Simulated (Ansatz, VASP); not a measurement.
One calculation of AlN, two programs

The input INCAR:

```
PREC = Accurate ; ENCUT = 520
EDIFF = 1E-6 ; ISMEAR = 0
SIGMA = 0.05 ; LREAL = False
LASPH = True ; NELM = 100
ALGO = Normal ; ISIF = 2
LWAVE = False ; LCHARG = False
GGA = PE ; NBANDS = 26
```

KPOINTS

```
Automatic mesh
0
Gamma
  8 6 4
```

File POSCAR:

```
AlN
1.0
   -3.3134793387      0.0000000000      0.0000000000
    0.0000000000      0.0000000000     -4.1875902400
    0.0000000000     -5.7391145645      0.0000000000
Al N
4 4
Direct
    0.5111061504      0.2346278035      0.1666666667
   -0.0111061504      0.2346278035      0.6666666667
    0.0111061504      0.7346278035      0.3333333333
    0.4888938496      0.7346278035      0.8333333333
    0.5107008202      0.7796113022      0.1666666667
   -0.0107008202      0.7796113022      0.6666666667
    0.0107008202      0.2796113022      0.3333333333
    0.4892991798      0.2796113022      0.8333333333
```

Input for Ansatz:

```yaml
crystal:
  lattice:
    - [-3.3134793387, 0.0, 0.0]
    - [0.0, 0.0, -4.18759024]
    - [0.0, -5.7391145645, 0.0]
  atoms:
    - { symbol: Al, position: [0.5111061504, 0.2346278035, 0.1666666667] }
    - { symbol: Al, position: [-0.0111061504, 0.2346278035, 0.6666666667] }
    - { symbol: Al, position: [0.0111061504, 0.7346278035, 0.3333333333] }
    - { symbol: Al, position: [0.4888938496, 0.7346278035, 0.8333333333] }
    - { symbol: "N", position: [0.5107008202, 0.7796113022, 0.1666666667] }
    - { symbol: "N", position: [-0.0107008202, 0.7796113022, 0.6666666667] }
    - { symbol: "N", position: [0.0107008202, 0.2796113022, 0.3333333333] }
    - { symbol: "N", position: [0.4892991798, 0.2796113022, 0.8333333333] }
basis:
  ecutwfc: 520.0
kpoints:
  mp_grid: { grid: [8, 6, 4] }
hamiltonian:
  xc: pbe
  pseudopotentials: { kind: paw, azcp: { folder: soft_1 } }
scf:
  occupations: { method: gaussian, width: 0.05 }
output:
  forces: true
  stress: true
  eigenvalues: true
```

Change from the starting cell: mode 4 frozen in at -0.037 Å and mode 5 at -0.124 Å (largest displacements).

Alike in both runs: task single point; functional PBE; k mesh 8 × 6 × 4; occupations gaussian, width 0.05 eV; no spin polarisation.

```csv
,VASP,Ansatz
version,VASP 6.6.1,Ansatz 0.2.0
potentials or method,"VASP PAW PBE potentials, release 64 (Al, N), cutoff 520 eV","scalar-relativistic, plane waves, PAW"
valence electrons in the cell,32,32
```

```csv
,VASP,Ansatz,Ansatz less VASP
gap on the k mesh at the Fermi level (eV),3.41,3.40,-0.009
least direct gap on the mesh (eV),3.41,3.40,-0.009
pressure (GPa),2.9,3.1,+0.18
"traceless stress, the component that is largest in VASP (GPa)",10.48,10.33,-0.152
rms of the force components (eV/Å),0.349,0.347,-0.0017
```

Atom by atom the forces differ by 0.002 eV/Å (rms over components).
